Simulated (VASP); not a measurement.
A run of VASP 6.6.1:

Contents of INCAR:

```
PREC = Accurate
ENCUT = 520
EDIFF = 1E-7
ISMEAR = -1
SIGMA = 0.05
LREAL = False
LASPH = True
NELM = 80
ALGO = Normal
ISIF = 2
LWAVE = False
LCHARG = False
GGA = CA
NBANDS = 17
```

Contents of KPOINTS:

```
regular mesh
0
Gamma
  7 7 7
```

POSCAR

```
SnTe
1.0
    0.0000000000      3.6111460000      3.6111460000
    3.6111460000      0.0000000000      3.6111460000
    3.6111460000      3.6111460000      0.0000000000
Te Sn
1 1
Direct
    0.2500000000      0.2500000000      0.2500000000
    0.0000000000      0.0000000000      0.0000000000
```

Potentials or basis: VASP PAW LDA potentials, release 64 (Te, Sn_d).

Run with:

```bash
$ cat potpaw_LDA.64/Te/POTCAR potpaw_LDA.64/Sn_d/POTCAR > POTCAR
$ mpirun -np 1 vasp_std > vasp.out
```

Hardware: 1 thread of AMD EPYC 9R45 96-Core Processor (Zen 5) (shared host).

**Question.** How long does it take, and how much memory?

**Answer.** Wall time 21 s on 1 thread of AMD EPYC 9R45 96-Core Processor (Zen 5), on a shared host, peak memory 0.18 GiB. Counts: scf iterations 14, k points 20.
